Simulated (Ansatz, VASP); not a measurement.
## One calculation of W, two programs

```
W
1.0
     2.75287    0.00000    0.00000
    -1.37643    2.38405    0.00000
     0.00000    0.00000    4.89229
W
2
Direct
  0.33333 0.66667 0.25000
  0.66667 0.33333 0.75000
```

Alike in both runs: functional PBEsol; k mesh 13 × 13 × 7; occupations fermi-dirac, width 0.1 eV; no spin polarisation.

Ansatz relaxed the structure, and its values are those at the end. VASP's run is a single point on that final structure, the one shown.

```csv
,VASP,Ansatz
version,VASP 6.6.1,Ansatz 0.2.0
potentials or method,"VASP PAW PBE potentials, release 64 (W_sv), cutoff 520 eV","plane waves (420 eV) with PAW, scalar-relativistic"
valence electrons in the cell,28,28
```

```csv
,VASP,Ansatz,Ansatz less VASP
pressure (GPa),0.6,0.0,-0.57
```

VASP's potentials were made for PBE, not for PBEsol, and Ansatz warns of the same on its side.

Neither program's run includes spin-orbit coupling.
